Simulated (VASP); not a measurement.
# WC (P-6m2) in VASP: settings compared

Aim: see how the results for WC move with the level of theory and the settings. Levels: r2SCAN, PBEsol. Tasks: electric field gradients.

Everything below comes from runs of VASP 6.6.1. Logs are shortened: lines on timing, memory, paths and dates and some standing lists are left out, and cuts for length are marked.

## 1. The cell of the first run

The structure is hexagonal, space group P-6m2 (No. 187). Conventional cell: a = 2.907 Å, b = 2.907 Å, c = 2.837 Å, α = 90.00°, β = 90.00°, γ = 120.00°. W (site symmetry -6m2) has 6 C at 2.20 Å and 8 W at 2.84 to 2.91 Å within 3.0 Å. C (site symmetry -6m2) has 6 W at 2.20 Å and 8 C at 2.84 to 2.91 Å within 3.0 Å.

## 2. Electric field gradients, r2SCAN

Input file POSCAR:

```
WC
1.0
    5.8130000000      0.0000000000      0.0000000000
   -2.9065000000      5.0342056722      0.0000000000
    0.0000000000      0.0000000000      5.6732000000
W C
8 8
Direct
    0.0000000000      0.0000000000      0.0000000000
    0.0000000000      0.0000000000      0.5000000000
    0.0000000000      0.5000000000      0.0000000000
    0.0000000000      0.5000000000      0.5000000000
    0.5000000000      0.0000000000      0.0000000000
    0.5000000000      0.0000000000      0.5000000000
    0.5000000000      0.5000000000      0.0000000000
    0.5000000000      0.5000000000      0.5000000000
    0.3333333334      0.1666666666      0.2500000000
    0.3333333334      0.1666666666      0.7500000000
    0.3333333334      0.6666666666      0.2500000000
    0.3333333334      0.6666666666      0.7500000000
    0.8333333334      0.1666666666      0.2500000000
    0.8333333334      0.1666666666      0.7500000000
    0.8333333334      0.6666666666      0.2500000000
    0.8333333334      0.6666666666      0.7500000000
```

Input file INCAR.step1:

```
PREC = Accurate
ENCUT = 520
ISMEAR = -1
SIGMA = 0.05
LREAL = Auto
LASPH = T
NELM = 60
NBANDS = 86
GGA = PE
ALGO = Normal
EDIFF = 1E-4
LWAVE = T
LCHARG = F
```

Input file INCAR.step2:

```
PREC = Accurate
ENCUT = 520
EDIFF = 1E-8
ISMEAR = -1
SIGMA = 0.05
LREAL = Auto
LASPH = T
NELM = 60
ALGO = Normal
ISIF = 2
LWAVE = F
LCHARG = F
METAGGA = R2SCAN
LMIXTAU = T
LEFG = T
NBANDS = 86
ISTART = 1
```

Input file KPOINTS:

```
regular mesh
0
Gamma
  7 7 6
```

Potentials or basis: VASP PAW PBE potentials, release 64 (W_sv, C).

Command:

```sh
$ cat potpaw_PBE.64/W_sv/POTCAR potpaw_PBE.64/C/POTCAR > POTCAR
$ cp INCAR.step1 INCAR
$ mpirun -np 1 vasp_std > vasp.out
$ cp INCAR.step2 INCAR
$ mpirun -np 1 vasp_std > vasp.out
```

OUTCAR:

```text
PREC = Accurate
   ENCUT = 520
   EDIFF = 1E-8
   ISMEAR = -1
   LREAL = Auto
   LASPH = T
   NELM = 60
   ISIF = 2
   METAGGA = R2SCAN
   ISTART = 1

 ion  position               nearest neighbor table
   1  0.000  0.000  0.000-  13 2.20  14 2.20   9 2.20  10 2.20  15 2.20  16 2.20   2 2.84   2 2.84
                             5 2.91   5 2.91   3 2.91   3 2.91   7 2.91   7 2.91
   2  0.000  0.000  0.500-  13 2.20  14 2.20   9 2.20  10 2.20  15 2.20  16 2.20   1 2.84   1 2.84
                             6 2.91   6 2.91   4 2.91   4 2.91   8 2.91   8 2.91
   3  0.000  0.500  0.000-  15 2.20  16 2.20  11 2.20  12 2.20  13 2.20  14 2.20   4 2.84   4 2.84
                             7 2.91   7 2.91   5 2.91   1 2.91   1 2.91   5 2.91
   4  0.000  0.500  0.500-  15 2.20  16 2.20  11 2.20  12 2.20  13 2.20  14 2.20   3 2.84   3 2.84
                             8 2.91   8 2.91   6 2.91   2 2.91   2 2.91   6 2.91
   5  0.500  0.000  0.000-   9 2.20  10 2.20  13 2.20  14 2.20  11 2.20  12 2.20   6 2.84   6 2.84
                             1 2.91   1 2.91   3 2.91   7 2.91   7 2.91   3 2.91
   6  0.500  0.000  0.500-   9 2.20  10 2.20  13 2.20  14 2.20  11 2.20  12 2.20   5 2.84   5 2.84
                             2 2.91   2 2.91   4 2.91   8 2.91   8 2.91   4 2.91
   7  0.500  0.500  0.000-  11 2.20  12 2.20  15 2.20  16 2.20   9 2.20  10 2.20   8 2.84   8 2.84
                             3 2.91   3 2.91   5 2.91   5 2.91   1 2.91   1 2.91
   8  0.500  0.500  0.500-  11 2.20  12 2.20  15 2.20  16 2.20   9 2.20  10 2.20   7 2.84   7 2.84
                             4 2.91   4 2.91   6 2.91   6 2.91   2 2.91   2 2.91
   9  0.333  0.167  0.250-   5 2.20   6 2.20   1 2.20   2 2.20   7 2.20   8 2.20
[... 14 lines left out ...]
 A1 = (   5.8130000000,   0.0000000000,   0.0000000000)
 A2 = (  -2.9065000000,   5.0342056722,   0.0000000000)
 A3 = (   0.0000000000,   0.0000000000,   5.6732000000)

Analysis of symmetry for initial positions (statically):
=====================================================================
 Subroutine PRICEL returns following result:

  LATTYP: Found a hexagonal cell.
 ALAT       =     2.9065000000
 C/A-ratio  =     0.9759504559

  Lattice vectors:

 A1 = (   2.9065000000,   0.0000000000,   0.0000000000)
 A2 = (  -1.4532500000,   2.5171028361,   0.0000000000)
 A3 = (   0.0000000000,   0.0000000000,   2.8366000000)

   8 primitive cells build up your supercell.

 Routine SETGRP: Setting up the symmetry group for a
 hexagonal supercell.

 Subroutine GETGRP returns: Found 12 space group operations
 (whereof 12 operations were pure point group operations)
 out of a pool of 24 trial point group operations.

The static configuration has the point symmetry D_3h.

Analysis of symmetry for dynamics (positions and initial velocities):
=====================================================================
 Subroutine PRICEL returns following result:

  LATTYP: Found a hexagonal cell.
 ALAT       =     2.9065000000
 C/A-ratio  =     0.9759504559

  Lattice vectors:

 A1 = (   2.9065000000,   0.0000000000,   0.0000000000)
 A2 = (  -1.4532500000,   2.5171028361,   0.0000000000)
 A3 = (   0.0000000000,   0.0000000000,   2.8366000000)

   8 primitive cells build up your supercell.

 Routine SETGRP: Setting up the symmetry group for a
 hexagonal supercell.

 Subroutine GETGRP returns: Found 12 space group operations
 (whereof 12 operations were pure point group operations)
 out of a pool of 24 trial point group operations.

The dynamic configuration has the point symmetry D_3h.

 Subroutine INISYM returns: Found 12 space group operations
 (whereof 12 operations are pure point group operations),
 and found     8 'primitive' translations

----------------------------------------------------------------------------------------

                                     Primitive cell

  volume of cell :      20.7525

  direct lattice vectors                    reciprocal lattice vectors
     2.906500000  0.000000000  0.000000000     0.344056425  0.198641070  0.000000000
[... 94 lines left out ...]
   POTIM  = 0.5000    time-step for ionic-motion
   TEBEG  =    0.0;   TEEND  =   0.0 temperature during run
   PSTRESS=    0.0 pullay stress
   NELECT =     144.0000    total number of electrons
   NUPDOWN=      -1.0000    fix difference up-down
   EMIN   =  10.00;   EMAX   =-10.00  energy-range for DOS
   EFERMI =   0.00;   METHOD = LEGACY
   ISMEAR =    -1;   SIGMA  =   0.05  broadening in eV -4-tet -1-fermi 0-gaus
   EFERMI_NEDOS =   21; number of points for ismear=-14 and -15
   IALGO  =     38    algorithm
   IMIX   =      4    mixing-type and parameters
     AMIX     =   0.40;   BMIX     =  1.00
     AMIX_MAG =   1.60;   BMIX_MAG =  1.00
  volume/ion in A,a.u.               =      10.38        70.02
  Fermi-wavevector in a.u.,A,eV,Ry     =   1.561262  2.950358 33.164744  2.437540
  Thomas-Fermi vector in A             =   2.664353
   LORBIT       =      0    0 simple, 1 ext, 2 COOP (PROOUT), +10 PAW based schemes
   METAGGA = R2SCAN    functional components
   LHFCALC =     F    Hartree Fock is set to
   AEXX    =    0.0000 exact exchange contribution
   IVDW    =     0    specifies the selected vdW correction
   LEPSILON=     F    determine dielectric tensor
   LRPA    =     F    only Hartree local field effects (RPA)
 non-spin polarized calculation
  energy-cutoff  :      520.00
  volume of cell :      166.02
 maximum number of plane-waves:      4509
 NGX is ok and might be reduce to    48

 number of electron     143.9999999 magnetization

 Free energy of the ion-electron system (eV)
  ---------------------------------------------------
  ext. energy  EPLUGINS =         0.00000000
  ---------------------------------------------------
  free energy    TOTEN  =      -492.90597607 eV

  energy without entropy =     -492.88840863  energy(sigma->0) =     -492.89719235

 E-fermi :  10.9556     XC(G=0): -14.9705

 val. band max:       10.9387583491   @ k =   0.1429   0.1429   0.1667
 cond. band min:      10.9665072290   @ k =   0.1429   0.0000   0.3333
 fundamental gap:      0.0277488798
 Fermi energy:        10.9555560822

 k-point     1 :       0.0000    0.0000    0.0000
  band No.  band energies     occupation
      1     -64.9835      2.00000
      2     -64.9379      2.00000
      3     -64.9179      2.00000
      4     -64.9179      2.00000
      5     -64.9179      2.00000
      6     -64.8739      2.00000
[... 2077 lines left out ...]
     83      15.3673      0.00000
     84      15.3945      0.00000

 [... further k-points ...]

 [bands above 84 left out]

------------------------ aborting loop because EDIFF is reached ----------------------------------------

  FORCE on cell =-STRESS in cart. coord.  units (eV):
  Direction    XX          YY          ZZ          XY          YZ          ZX
  --------------------------------------------------------------------------------------
  -------------------------------------------------------------------------------------
  Total        3.7337784      3.7337784      2.7340493      0.0000000     -0.0000000     -0.0000000
  in kB       36.0329439     36.0329439     26.3850277      0.0000000     -0.0000000     -0.0000000
  external PRESSURE =      32.8169718 kB  Pullay stress =       0.0000000 kB

 VOLUME and BASIS-vectors are now :
 -----------------------------------------------------------------------------
  energy-cutoff  :      520.00
  volume of cell :      166.02
      direct lattice vectors                 reciprocal lattice vectors
     5.813000000  0.000000000  0.000000000     0.172028213  0.099320535  0.000000000
    -2.906500000  5.034205672  0.000000000     0.000000000  0.198641070  0.000000000
     0.000000000  0.000000000  5.673200000     0.000000000  0.000000000  0.176267362

 POSITION                                       TOTAL-FORCE (eV/Angst)
 -----------------------------------------------------------------------------------
      0.00000      0.00000      0.00000         0.000000     -0.000000      0.000000
      0.00000      0.00000      2.83660         0.000000     -0.000000     -0.000000
     -1.45325      2.51710      0.00000         0.000000     -0.000000      0.000000
     -1.45325      2.51710      2.83660         0.000000     -0.000000     -0.000000
      2.90650      0.00000      0.00000         0.000000     -0.000000      0.000000
      2.90650      0.00000      2.83660         0.000000     -0.000000     -0.000000
[... 8 lines left out ...]
      2.90650      3.35614      1.41830        -0.000000      0.000000      0.000000
      2.90650      3.35614      4.25490        -0.000000      0.000000      0.000000
 -----------------------------------------------------------------------------------
    total drift:                               -0.000002      0.000001      0.000000

  FREE ENERGIE OF THE ION-ELECTRON SYSTEM (eV)
  ---------------------------------------------------
  free  energy   TOTEN  =      -492.9059760738 eV

  energy  without entropy=     -492.8884086349  energy(sigma->0) =     -492.89719235

 Electric field gradients (V/A^2)
---------------------------------------------------------------------
 ion       V_xx      V_yy      V_zz      V_xy      V_xz      V_yz
---------------------------------------------------------------------
   1      68.306    68.306  -136.612     0.000    -0.000     0.000
   2      68.306    68.306  -136.612     0.000     0.000    -0.000
   3      68.306    68.306  -136.612     0.000     0.000     0.000
   4      68.306    68.306  -136.612     0.000     0.000    -0.000
   5      68.306    68.306  -136.612     0.000    -0.000     0.000
   6      68.306    68.306  -136.612     0.000    -0.000     0.000
[... 8 lines left out ...]
  15       0.074     0.075    -0.149     0.000    -0.000     0.000
  16       0.074     0.075    -0.149     0.000     0.000    -0.000
---------------------------------------------------------------------

 Electric field gradients after diagonalization (V/A^2)
 (convention: |V_zz| > |V_xx| > |V_yy|)
----------------------------------------------------------------------
 ion       V_xx      V_yy      V_zz     asymmetry (V_yy - V_xx)/ V_zz
----------------------------------------------------------------------
   1      68.306    68.306  -136.612       0.000
   2      68.306    68.306  -136.612       0.000
   3      68.306    68.306  -136.612       0.000
   4      68.306    68.306  -136.612       0.000
   5      68.306    68.306  -136.612       0.000
   6      68.306    68.306  -136.612       0.000
[... 8 lines left out ...]
  15       0.075     0.074    -0.149       0.005
  16       0.075     0.074    -0.149       0.005
----------------------------------------------------------------------

           NMR quadrupolar parameters

 Cq : quadrupolar parameter    Cq=e*Q*V_zz/h
 eta: asymmetry parameters     (V_yy - V_xx)/ V_zz
 Q  : nuclear electric quadrupole moment in mb (millibarn)
----------------------------------------------------------------------
 ion       Cq(MHz)       eta       Q (mb)
----------------------------------------------------------------------
   1      -0.330       0.000       1.000
   2      -0.330       0.000       1.000
   3      -0.330       0.000       1.000
   4      -0.330       0.000       1.000
   5      -0.330       0.000       1.000
   6      -0.330       0.000       1.000
[... 8 lines left out ...]
  15      -0.000       0.005       1.000
  16      -0.000       0.005       1.000
----------------------------------------------------------------------
```

Run time: 71 min. Hardware: 1 thread of Oxide Virtual Turin-like, shared host; peak memory 0.47 GiB.

Results:

* Free energy: -492.9060 eV
* Pressure: 3.3 GPa
* Band gap on the k mesh: zero (bands 72 and 73 overlap by 0.96 eV)
* Largest electric field gradient by atom: W -136.6; C -0.1 V/Å²

Levels at points of the mesh, in eV from the Fermi level:
```tsv
k point	band 70	band 71	band 72	band 73	band 74	band 75
(0.00, 0.00, 0.00)	0.11	0.23	0.23	0.23	2.50	2.50
(0.00, 0.00, 0.50)	-1.02	0.73	0.73	0.73	0.73	1.02
```

Electric field gradients, principal values (V/Å²):
```csv
atom,least,middle,greatest (by size)
1 W,68.306,68.306,-136.612
2 W,68.306,68.306,-136.612
3 W,68.306,68.306,-136.612
4 W,68.306,68.306,-136.612
5 W,68.306,68.306,-136.612
6 W,68.306,68.306,-136.612
7 W,68.306,68.306,-136.612
8 W,68.306,68.306,-136.612
9 C,0.074,0.075,-0.149
10 C,0.074,0.075,-0.149
11 C,0.074,0.075,-0.149
12 C,0.074,0.075,-0.149
13 C,0.074,0.075,-0.149
14 C,0.074,0.075,-0.149
15 C,0.074,0.075,-0.149
16 C,0.074,0.075,-0.149
```

Caveat: the cell stands under pressure; without QUAD_EFG the Cq values of the log hold for a quadrupole moment of 1 mb, not for the nuclei; the PAW data sets were made with another functional, which shifts forces and pressure a little; spin-orbit coupling is left out, which moves the levels of the heavy elements.

## 3. Electric field gradients, PBEsol

This run uses another cell than the first one: it holds 8 atoms, not 16.

Input file INCAR:

```
PREC = Accurate
ENCUT = 520
EDIFF = 1E-8
ISMEAR = -1
SIGMA = 0.05
LREAL = F
LASPH = T
NELM = 80
ALGO = Normal
ISIF = 2
LWAVE = F
LCHARG = F
GGA = PS
LEFG = T
NBANDS = 46
```

Input file KPOINTS:

```
Automatic mesh
0
Gamma
  9 9 7
```

Input file POSCAR:

```
WC
1.0
   -1.4532500000      2.5171028361      2.8366000000
    2.9065000000      0.0000000000      2.8366000000
    2.9065000000      5.0342056722      0.0000000000
W C
4 4
Direct
    0.0000000000      0.0000000000      0.0000000000
    0.0000000000      0.0000000000      0.5000000000
    0.5000000000      0.5000000000      0.2500000000
    0.5000000000      0.5000000000      0.7500000000
    0.0833333333      0.4166666667      0.1250000000
    0.0833333333      0.4166666667      0.6250000000
    0.5833333333      0.9166666667      0.3750000000
    0.5833333333      0.9166666667      0.8750000000
```

Potentials or basis: VASP PAW PBE potentials, release 64 (W_sv, C).

Command:

```sh
$ cat potpaw_PBE.64/W_sv/POTCAR potpaw_PBE.64/C/POTCAR > POTCAR
$ mpirun -np 1 vasp_std > vasp.out
```

OUTCAR:

```text
PREC = Accurate
   ENCUT = 520
   EDIFF = 1E-8
   ISMEAR = -1
   LREAL = F
   LASPH = T
   NELM = 80
   ISIF = 2
   GGA = PS

 ion  position               nearest neighbor table
   1  0.000  0.000  0.000-   8 2.20   5 2.20   7 2.20   5 2.20   8 2.20   6 2.20   4 2.84   3 2.84
                             3 2.91   4 2.91   2 2.91   3 2.91   4 2.91   2 2.91
   2  0.000  0.000  0.500-   7 2.20   6 2.20   8 2.20   6 2.20   7 2.20   5 2.20   3 2.84   4 2.84
                             4 2.91   3 2.91   1 2.91   3 2.91   1 2.91   4 2.91
   3  0.500  0.500  0.250-   5 2.20   7 2.20   7 2.20   6 2.20   5 2.20   8 2.20   1 2.84   2 2.84
                             2 2.91   1 2.91   4 2.91   1 2.91   4 2.91   2 2.91
   4  0.500  0.500  0.750-   6 2.20   8 2.20   8 2.20   5 2.20   6 2.20   7 2.20   2 2.84   1 2.84
                             1 2.91   2 2.91   3 2.91   1 2.91   2 2.91   3 2.91
   5  0.083  0.417  0.125-   1 2.20   3 2.20   4 2.20   1 2.20   3 2.20   2 2.20
[... 1451 lines left out ...]
----------------------------------------------------------------------
 ion       V_xx      V_yy      V_zz     asymmetry (V_yy - V_xx)/ V_zz
----------------------------------------------------------------------
   1      71.589    68.080  -139.669       0.025
   2      71.589    68.080  -139.669       0.025
   3      71.589    68.080  -139.669       0.025
   4      71.589    68.080  -139.669       0.025
   5       0.136     0.055    -0.191       0.423
   6       0.136     0.055    -0.191       0.423
   7       0.136     0.055    -0.191       0.423
   8       0.136     0.055    -0.191       0.423
----------------------------------------------------------------------

           NMR quadrupolar parameters

 Cq : quadrupolar parameter    Cq=e*Q*V_zz/h
 eta: asymmetry parameters     (V_yy - V_xx)/ V_zz
 Q  : nuclear electric quadrupole moment in mb (millibarn)
----------------------------------------------------------------------
 ion       Cq(MHz)       eta       Q (mb)
----------------------------------------------------------------------
   1      -0.338       0.025       1.000
   2      -0.338       0.025       1.000
   3      -0.338       0.025       1.000
   4      -0.338       0.025       1.000
   5      -0.000       0.423       1.000
   6      -0.000       0.423       1.000
   7      -0.000       0.423       1.000
   8      -0.000       0.423       1.000
----------------------------------------------------------------------
```

OSZICAR:

```text
N       E                     dE             d eps       ncg     rms          rms(c)
DAV:   1     0.856325296720E+03    0.85633E+03   -0.39125E+04 14752   0.179E+03
DAV:   2    -0.382214791949E+02   -0.89455E+03   -0.86788E+03 15054   0.560E+02
DAV:   3    -0.105080531561E+03   -0.66859E+02   -0.65008E+02 17228   0.140E+02
DAV:   4    -0.107201418735E+03   -0.21209E+01   -0.21069E+01 18648   0.231E+01
DAV:   5    -0.107235381693E+03   -0.33963E-01   -0.33917E-01 18006   0.306E+00    0.661E+01
DAV:   6    -0.959362349825E+02    0.11299E+02   -0.58215E+01 17810   0.346E+01    0.198E+01
DAV:   7    -0.956932524569E+02    0.24298E+00   -0.26132E+00 17442   0.673E+00    0.103E+01
DAV:   8    -0.956062693925E+02    0.86983E-01   -0.21123E-01 16736   0.215E+00    0.507E-01
DAV:   9    -0.956006244085E+02    0.56450E-02   -0.33775E-02 20396   0.644E-01    0.242E-01
DAV:  10    -0.956000518245E+02    0.57258E-03   -0.58535E-03 18450   0.428E-01    0.109E-01
DAV:  11    -0.955998895015E+02    0.16232E-03   -0.10355E-03 17304   0.131E-01    0.257E-02
DAV:  12    -0.955998827179E+02    0.67836E-05   -0.49682E-05 17600   0.314E-02    0.567E-03
DAV:  13    -0.955998827014E+02    0.16555E-07   -0.22104E-06 18522   0.698E-03    0.129E-03
DAV:  14    -0.955998827762E+02   -0.74850E-07   -0.41461E-08 15432   0.110E-03    0.590E-04
DAV:  15    -0.955998827465E+02    0.29677E-07   -0.48529E-08 14446   0.772E-04    0.189E-04
DAV:  16    -0.955998827402E+02    0.63774E-08   -0.21556E-09 10018   0.271E-04
   1 F= -.95599883E+02 E0= -.95594360E+02  d E =-.110455E-01
```

It took 15 min on 1 thread of Oxide Virtual Turin-like, shared host; peak memory 0.49 GiB.

Results:

* Free energy: -95.5999 eV
* Pressure: -2.2 GPa
* Largest force: 0.006 eV/Å
* Band gap on the k mesh: zero (bands 36 and 37 overlap by 1.22 eV)
* Largest electric field gradient by atom: W -139.7; C -0.2 V/Å²

Forces on the atoms (eV/Å):
```
W    0.005 -0.003  0.000
W    0.005 -0.003  0.000
W    0.005 -0.003  0.000
W    0.005 -0.003  0.000
C   -0.005  0.003  0.000
C   -0.005  0.003  0.000
C   -0.005  0.003  0.000
C   -0.005  0.003  0.000
```

Levels at points of the mesh, in eV from the Fermi level:
```csv
k point,band 32,band 33,band 34,band 35,band 36,band 37,band 38,band 39,band 40,band 41
"(0.00, 0.00, 0.00)",-3.31,-1.21,-1.21,0.13,0.31,3.19,3.19,3.24,3.24,4.46
```

Electric field gradients, principal values (V/Å²):
```tsv
atom	least	middle	greatest (by size)
1 W	68.080	71.589	-139.669
2 W	68.080	71.589	-139.669
3 W	68.080	71.589	-139.669
4 W	68.080	71.589	-139.669
5 C	0.055	0.136	-0.191
6 C	0.055	0.136	-0.191
7 C	0.055	0.136	-0.191
8 C	0.055	0.136	-0.191
```

Caveat: without QUAD_EFG the Cq values of the log hold for a quadrupole moment of 1 mb, not for the nuclei; the PAW data sets were made with another functional, which shifts forces and pressure a little; spin-orbit coupling is left out, which moves the levels of the heavy elements.

The gap in the log of VASP goes by the Fermi energy; the results here count the filled bands.